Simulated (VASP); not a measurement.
The system is Pb.

```xyz
4
Lattice="3.5244 0.0000 0.0000 -1.7622 3.0522 0.0000 0.0000 0.0000 11.4952" Properties=species:S:1:pos:R:3 pbc="T T T"
Pb    1.7622    1.0174    8.6214
Pb    0.0000    0.0000    5.7476
Pb    0.0000    2.0348    2.8738
Pb    0.0000    0.0000    0.0000
```

Base run:

| Property | Result |
| --- | --- |
| Program | VASP 6.6.1 |
| Functional | PBEsol |
| Potentials or basis | VASP PAW PBE potentials, release 64 (Pb_d) |
| Cutoff | 520 eV |
| k mesh | 9 × 9 × 3 |
| Occupations | fermi-dirac, width 0.05 eV |
| Spin | no spin polarisation |

Its results: band gap on the k mesh zero (band 28 reaches 12.43 eV, above the bottom of band 29 at 4.85 eV); pressure -1.6 GPa.

Q: After a change of settings the same cell gave: band gap on the k mesh zero (band 28 reaches 12.62 eV, above the bottom of band 29 at 5.04 eV); pressure 1.2 GPa. Which change was it?
A. k mesh from 9 × 9 × 3 to 7 × 7 × 2; further incar settings from ALGO = Normal; EDIFF = 1e-07; NBANDS = 36 to ALGO = Fast; EDIFF = 1e-06; NBANDS = 36
B. further incar settings from ALGO = Normal; EDIFF = 1e-07; NBANDS = 36 to ALGO = Normal; EDIFF = 1e-06; NBANDS = 36
C. functional from PBEsol to PBE; further incar settings from ALGO = Normal; EDIFF = 1e-07; NBANDS = 36 to ALGO = Normal; EDIFF = 1e-06; NBANDS = 36

A: C.

Caveats: spin-orbit coupling is left out, which moves the levels of the heavy elements; the PAW data sets were made with another functional, which shifts forces and pressure a little (some runs).
